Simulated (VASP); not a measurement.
Set up this calculation in VASP 6.6.1, as the native input.

- Task: relaxation of cell and atoms
- Functional: PBEsol
- Potentials or basis: VASP PAW PBE potentials, release 64 (Si)
- Cutoff: 600 eV
- k mesh: 15 × 15 × 15
- Occupations: fermi-dirac, width 0.08 eV
- Spin: no spin polarisation
- Target pressure: -1.2 GPa
- Dipole correction: no
- Further INCAR settings: ALGO = Normal; EDIFF = 1e-06; IBRION = 2; EDIFFG = -0.005; NSW = 60; ISIF = 3

The structure of Si lies in POSCAR:

```
Si
1.0
    2.4894762010      0.0000000000      0.0000000000
    0.0000000000      2.4894762010      0.0000000000
    0.0000000000      0.0000000000      2.4894762010
Si
1
Direct
    0.0000000000      0.0000000000      0.0000000000
```

One way to write it, as run:

INCAR

```
SYSTEM = Si
  ALGO = Normal
  EDIFF = 1E-6
  EDIFFG = -0.005
  ENCUT = 600
  GGA = PS
  IBRION = 2
  ISIF = 3
  ISMEAR = -1
  LASPH = .True.
  LCHARG = .False.
  LREAL = .False.
  LWAVE = .False.
  NELM = 60
  NSW = 60
  PREC = Accurate
  PSTRESS = -12.0
  SIGMA = 0.08
```

KPOINTS

```
k-points
0
Gamma
  15 15 15
  0 0 0
```

Potentials or basis: VASP PAW PBE potentials, release 64 (Si).

Run with:

```console
$ cat potpaw_PBE.64/Si/POTCAR > POTCAR
$ mpirun -np 1 vasp_std > vasp.out
```

Results of the run:

```yaml
Relaxed_volume: 16.04 Å³/atom
Relaxed_cell: a = 2.522 Å, b = 2.522 Å, c = 2.522 Å, α = 90.00°, β = 90.00°, γ = 90.00°
Space_group_after_relaxing_to_0.05_Å: Pm-3m (No. 221)
Energy_change_on_relaxing_the_enthalpy_is_what_falls: -3.6 meV/atom
Ionic_steps: 3
Pressure_after_relaxing: -1.2 GPa
Band_gap_on_the_k_mesh: zero (band 2 reaches 15.79 eV, above the bottom of band 3 at 6.06 eV)
```

Caveat: the cell is relaxed towards a set pressure, so the enthalpy falls and the energy may rise; the PAW data sets were made with another functional, which shifts forces and pressure a little.

Wall time 7.9 s on 1 thread of Intel(R) Xeon(R) Platinum 8559C (Emerald Rapids) (shared host), peak memory 0.12 GiB.
